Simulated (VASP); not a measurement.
# MgO (Fm-3m) in VASP: elastic constants with r2SCAN

Aim: the elastic constants of MgO with r2SCAN.

Program: VASP 6.6.1. These are calculated values, not measurements. Logs are shortened: lines on timing, memory, paths and dates and some standing lists are left out, and cuts for length are marked.

### Step 1. The cell of the first run

Symmetry: Fm-3m, No. 225, cubic system. Conventional cell: a = 4.150 Å, b = 4.150 Å, c = 4.150 Å, α = 90.00°, β = 90.00°, γ = 90.00°. Within 2.7 Å of Mg (site symmetry m-3m) lie 6 O at 2.08 Å. O (site symmetry m-3m) has 6 Mg at 2.08 Å within 2.7 Å.

### Step 2. Elastic constants, r2SCAN

INCAR

```
PREC = Accurate
ENCUT = 600
EDIFF = 1E-8
ISMEAR = 0
SIGMA = 0.01
LREAL = F
LASPH = T
NELM = 80
ALGO = Normal
ISIF = 3
LWAVE = F
LCHARG = F
METAGGA = R2SCAN
LMIXTAU = T
IBRION = 6
NFREE = 2
POTIM = 0.015
NSW = 1
```

KPOINTS

```
Automatic mesh
0
Gamma
  10 10 10
```

POSCAR

```
MgO
1.0
    0.0000000000      2.0751600144      2.0751600144
    2.0751600144      0.0000000000      2.0751600144
    2.0751600144      2.0751600144      0.0000000000
Mg O
1 1
Direct
    0.0000000000      0.0000000000      0.0000000000
    0.5000000000      0.5000000000      0.5000000000
```

Potentials or basis: VASP PAW PBE potentials, release 64 (Mg, O).

Command:

```
$ cat potpaw_PBE.64/Mg/POTCAR potpaw_PBE.64/O/POTCAR > POTCAR
$ mpirun -np 1 vasp_std > vasp.out
```

OUTCAR:

```text
PREC = Accurate
   ENCUT = 600
   EDIFF = 1E-8
   ISMEAR = 0
   LREAL = F
   LASPH = T
   NELM = 80
   ISIF = 3
   METAGGA = R2SCAN
   IBRION = 6
   NFREE = 2
   POTIM = 0.015
   NSW = 1

 ion  position               nearest neighbor table
   1  0.000  0.000  0.000-   2 2.08   2 2.08   2 2.08   2 2.08   2 2.08   2 2.08
   2  0.500  0.500  0.500-   1 2.08   1 2.08   1 2.08   1 2.08   1 2.08   1 2.08

  LATTYP: Found a face centered cubic cell.
 ALAT       =     4.1503200288

  Lattice vectors:

 A1 = (   0.0000000000,   2.0751600144,   2.0751600144)
 A2 = (   2.0751600144,   0.0000000000,   2.0751600144)
 A3 = (   2.0751600144,   2.0751600144,   0.0000000000)

Analysis of symmetry for initial positions (statically):
=====================================================================
 Subroutine PRICEL returns:
 Original cell was already a primitive cell.

 Routine SETGRP: Setting up the symmetry group for a
 face centered cubic supercell.

 Subroutine GETGRP returns: Found 48 space group operations
 (whereof 48 operations were pure point group operations)
 out of a pool of 48 trial point group operations.

The static configuration has the point symmetry O_h .

Analysis of symmetry for dynamics (positions and initial velocities):
=====================================================================
 Subroutine PRICEL returns:
 Original cell was already a primitive cell.

 Routine SETGRP: Setting up the symmetry group for a
 face centered cubic supercell.

 Subroutine GETGRP returns: Found 48 space group operations
 (whereof 48 operations were pure point group operations)
 out of a pool of 48 trial point group operations.

The dynamic configuration has the point symmetry O_h .

 Subroutine INISYM returns: Found 48 space group operations
 (whereof 48 operations are pure point group operations),
 and found     1 'primitive' translations

----------------------------------------------------------------------------------------

                                     Primitive cell

  volume of cell :      17.8725

  direct lattice vectors                    reciprocal lattice vectors
     0.000000000  2.075160014  2.075160014    -0.240945275  0.240945275  0.240945275
     2.075160014  0.000000000  2.075160014     0.240945275 -0.240945275  0.240945275
     2.075160014  2.075160014  0.000000000     0.240945275  0.240945275 -0.240945275

  length of vectors
     2.934719436  2.934719436  2.934719436     0.417329458  0.417329458  0.417329458

  position of ions in fractional coordinates (direct lattice)
     0.000000000  0.000000000  0.000000000
     0.500000000  0.500000000  0.500000000

  ion indices of the primitive-cell ions
   primitive index   ion index
                 1           1
                 2           2

----------------------------------------------------------------------------------------

 KPOINTS: Automatic mesh

Automatic generation of k-mesh.
 Grid dimensions read from file:
 generate k-points for:   10   10   10

 Generating k-lattice:

  Cartesian coordinates                     Fractional coordinates (reciprocal lattice)
    -0.024094527  0.024094527  0.024094527     0.100000000  0.000000000  0.000000000
     0.024094527 -0.024094527  0.024094527     0.000000000  0.100000000  0.000000000
     0.024094527  0.024094527 -0.024094527     0.000000000  0.000000000  0.100000000

  Length of vectors
     0.041732946  0.041732946  0.041732946

  Shift w.r.t. Gamma in fractional coordinates (k-lattice)
     0.000000000  0.000000000  0.000000000

 Subroutine IBZKPT returns following result:
 ===========================================

 Found     47 irreducible k-points:

 Following reciprocal coordinates:
            Coordinates               Weight
  0.000000  0.000000  0.000000      1.000000
  0.100000  0.000000  0.000000      8.000000
  0.200000  0.000000  0.000000      8.000000
  0.300000  0.000000  0.000000      8.000000
  0.400000  0.000000  0.000000      8.000000
[... 52 lines left out ...]
   EFERMI =   0.00;   METHOD = LEGACY
   ISMEAR =     0;   SIGMA  =   0.01  broadening in eV -4-tet -1-fermi 0-gaus
   EFERMI_NEDOS =   21; number of points for ismear=-14 and -15
   IALGO  =     38    algorithm
   IMIX   =      4    mixing-type and parameters
     AMIX     =   0.40;   BMIX     =  1.00
     AMIX_MAG =   1.60;   BMIX_MAG =  1.00
  volume/ion in A,a.u.               =       8.94        60.30
  Fermi-wavevector in a.u.,A,eV,Ry     =   1.252304  2.366512 21.337558  1.568266
  Thomas-Fermi vector in A             =   2.386211
   LORBIT       =      0    0 simple, 1 ext, 2 COOP (PROOUT), +10 PAW based schemes
   METAGGA = R2SCAN    functional components
   LHFCALC =     F    Hartree Fock is set to
   AEXX    =    0.0000 exact exchange contribution
   IVDW    =     0    specifies the selected vdW correction
   LEPSILON=     F    determine dielectric tensor
   LRPA    =     F    only Hartree local field effects (RPA)
 finite differences with symmetry
 non-spin polarized calculation
 Gauss-broadening in eV      SIGMA  =   0.01
  energy-cutoff  :      600.00
  volume of cell :       17.87
 maximum number of plane-waves:       610
   NGX = 11   NGY = 11   NGZ = 11

--------------------------------------- Ionic step        1  -------------------------------------------

 number of electron       7.9999999 magnetization

 Free energy of the ion-electron system (eV)
  ---------------------------------------------------
  ext. energy  EPLUGINS =         0.00000000
  ---------------------------------------------------
  free energy    TOTEN  =       -16.15426609 eV

  energy without entropy =      -16.15426609  energy(sigma->0) =      -16.15426609

------------------------ aborting loop because EDIFF is reached ----------------------------------------

  FORCE on cell =-STRESS in cart. coord.  units (eV):
  Direction    XX          YY          ZZ          XY          YZ          ZX
  --------------------------------------------------------------------------------------
  -------------------------------------------------------------------------------------
  Total        0.6258056      0.6258056      0.6258056      0.0000000      0.0000000     -0.0000000
  in kB       56.1003089     56.1003089     56.1003089      0.0000000      0.0000000     -0.0000000
  external PRESSURE =      56.1003089 kB  Pullay stress =       0.0000000 kB
[... 89 lines left out ...]
  FREE ENERGIE OF THE ION-ELECTRON SYSTEM (eV)
  ---------------------------------------------------
  free  energy   TOTEN  =       -16.1399219033 eV

  energy  without entropy=      -16.1399219033  energy(sigma->0) =      -16.13992190

[... ionic steps 4 to 14 ...]

--------------------------------------- Ionic step       15  -------------------------------------------

 number of electron       7.9999999 magnetization

------------------------ aborting loop because EDIFF is reached ----------------------------------------
[... 67 lines left out ...]
--------------------------------------- Ionic step       17  -------------------------------------------

 number of electron       8.0000000 magnetization

 Free energy of the ion-electron system (eV)
  ---------------------------------------------------
  ext. energy  EPLUGINS =         0.00000000
  ---------------------------------------------------
  free energy    TOTEN  =       -16.15351473 eV

  energy without entropy =      -16.15351473  energy(sigma->0) =      -16.15351473

 E-fermi :   3.1667     XC(G=0): -11.8231

 val. band max:        3.1065939422   @ k =   0.0000   0.0000   0.0000
 cond. band min:       9.1744625102   @ k =   0.0000   0.0000   0.0000
 fundamental gap:      6.0678685680
 Fermi energy:         3.1666612822

 k-point     1 :       0.0000    0.0000    0.0000
  band No.  band energies     occupation
      1     -15.3250      2.00000
      2       3.1063      2.00000
      3       3.1066      2.00000
      4       3.1066      2.00000
      5       9.1745      0.00000
      6      20.2053      0.00000
      7      20.2058      0.00000
      8      20.2058      0.00000
[... 243 lines left out ...]
 k-point    24 :       0.4000    0.3000    0.0000
  band No.  band energies     occupation
      1     -14.0184      2.00000
      2      -0.6205      2.00000
      3       1.7227      2.00000
      4       1.9475      2.00000
      5      14.0541      0.00000
      6      14.5044      0.00000
      7      18.3789      0.00000
      8      23.1906      0.00000

 [... further k-points ...]

------------------------ aborting loop because EDIFF is reached ----------------------------------------

  FORCE on cell =-STRESS in cart. coord.  units (eV):
  Direction    XX          YY          ZZ          XY          YZ          ZX
  --------------------------------------------------------------------------------------
  -------------------------------------------------------------------------------------
  Total        0.6358974      0.6248815      0.6248815      0.0000000      0.0000000      0.0000000
  in kB       57.0049876     56.0174681     56.0174681      0.0000000      0.0000000      0.0000000
  external PRESSURE =      56.3466412 kB  Pullay stress =       0.0000000 kB
[... 17 lines left out ...]
  FREE ENERGIE OF THE ION-ELECTRON SYSTEM (eV)
  ---------------------------------------------------
  free  energy   TOTEN  =       -16.1535147336 eV

  energy  without entropy=      -16.1535147336  energy(sigma->0) =      -16.15351473

 INTERNAL STRAIN TENSORS FROM STRAINED CELLS
 ============================================

 INTERNAL STRAIN TENSOR FOR ION    1 for displacements in x,y,z  (eV/Angst):
          X           Y           Z          XY          YZ          ZX
  --------------------------------------------------------------------------------
  x     0.00000     0.00000     0.00000     0.00000    -0.00000    -0.00000
  y     0.00000    -0.00000    -0.00000     0.00000    -0.00000    -0.00000
  z     0.00000     0.00000    -0.00000    -0.00000     0.00000    -0.00000

 INTERNAL STRAIN TENSORS FROM DISPLACED ATOMS
 ============================================

 INTERNAL STRAIN TENSOR FOR ION    1 for displacements in x,y,z  (eV/Angst):
          X           Y           Z          XY          YZ          ZX
  --------------------------------------------------------------------------------
  x     0.00000     0.00000     0.00000     0.00000     0.00000     0.00000
  y     0.00000     0.00000     0.00000     0.00000     0.00000     0.00000
  z     0.00000     0.00000     0.00000     0.00000     0.00000     0.00000

 INTERNAL STRAIN TENSOR FOR ION    2 for displacements in x,y,z  (eV/Angst):
          X           Y           Z          XY          YZ          ZX
  --------------------------------------------------------------------------------
  x     0.00000     0.00000     0.00000     0.00000     0.00000     0.00000
  y     0.00000     0.00000     0.00000     0.00000     0.00000     0.00000
  z     0.00000     0.00000     0.00000     0.00000     0.00000     0.00000

 Eigenvectors and eigenvalues of the dynamical matrix
 ----------------------------------------------------

   1 f  =   13.143977 THz    82.586045 2PiTHz  438.435891 cm-1    54.359098 meV
             X         Y         Z           dx          dy          dz
      0.000000  0.000000  0.000000     0.539610   -0.265432   -0.172930
      2.075160  2.075160  2.075160    -0.672682    0.330890    0.215576
[... 21 lines left out ...]
   6 f/i=    0.073093 THz     0.459258 2PiTHz    2.438125 cm-1     0.302289 meV
             X         Y         Z           dx          dy          dz
      0.000000  0.000000  0.000000    -0.540116    0.556574    0.083441
      2.075160  2.075160  2.075160    -0.433269    0.446470    0.066934

--------------------------------------------------------------------------------------------------------

 ELASTIC MODULI CONTR FROM IONIC RELAXATION (kBar)
 Direction    XX          YY          ZZ          XY          YZ          ZX
 --------------------------------------------------------------------------------
 XX           0.0000      0.0000      0.0000      0.0000      0.0000      0.0000
 YY           0.0000      0.0000      0.0000      0.0000      0.0000      0.0000
 ZZ           0.0000      0.0000      0.0000      0.0000      0.0000      0.0000
 XY           0.0000      0.0000      0.0000      0.0000      0.0000      0.0000
 YZ           0.0000      0.0000      0.0000      0.0000      0.0000      0.0000
 ZX           0.0000      0.0000      0.0000      0.0000      0.0000      0.0000
 --------------------------------------------------------------------------------

 TOTAL ELASTIC MODULI (kBar)
 Direction    XX          YY          ZZ          XY          YZ          ZX
 --------------------------------------------------------------------------------
 XX        3669.7702    986.6497    986.6497     -0.0000      0.0000      0.0000
 YY         986.6497   3669.7702    986.6497      0.0000     -0.0000      0.0000
 ZZ         986.6497    986.6497   3669.7702      0.0000     -0.0000     -0.0000
 XY          -0.0000      0.0000      0.0000   1644.0109     -0.0000      0.0000
 YZ           0.0000     -0.0000     -0.0000     -0.0000   1644.0109     -0.0000
 ZX           0.0000      0.0000     -0.0000      0.0000     -0.0000   1644.0109
 --------------------------------------------------------------------------------
```

Run time: 14 min. Hardware: 1 thread of Intel Xeon Platinum 8488C (Sapphire Rapids), shared host; peak memory 0.23 GiB.

Results:

```yaml
Elastic_constants_C11_C12_C44: 367, 99, 164 GPa
Voigt_bulk_modulus: 188 GPa
Highest_phonon_frequency_at_Γ_LO-TO_splitting_left_out: 438 cm⁻¹
```

Phonon frequencies in cm⁻¹ (negative: imaginary):
| q point | frequencies |
| --- | --- |
| (0.000, 0.000, 0.000) | -2 -2 -2 438 438 438 |

Elastic tensor in Voigt notation (GPa, in the Cartesian axes of the cell as first typed):
```
367  99  99   0   0   0
 99 367  99   0   0   0
 99  99 367   0   0   0
  0   0   0 164   0   0
  0   0   0   0 164   0
  0   0   0   0   0 164
```

Clamped-ion elastic tensor (GPa):
```
367  99  99   0   0   0
 99 367  99   0   0   0
 99  99 367   0   0   0
  0   0   0 164   0   0
  0   0   0   0 164   0
  0   0   0   0   0 164
```

Caveat: the cell is under stress, which shifts elastic constants; the PAW data sets were made with another functional, which shifts forces and pressure a little.
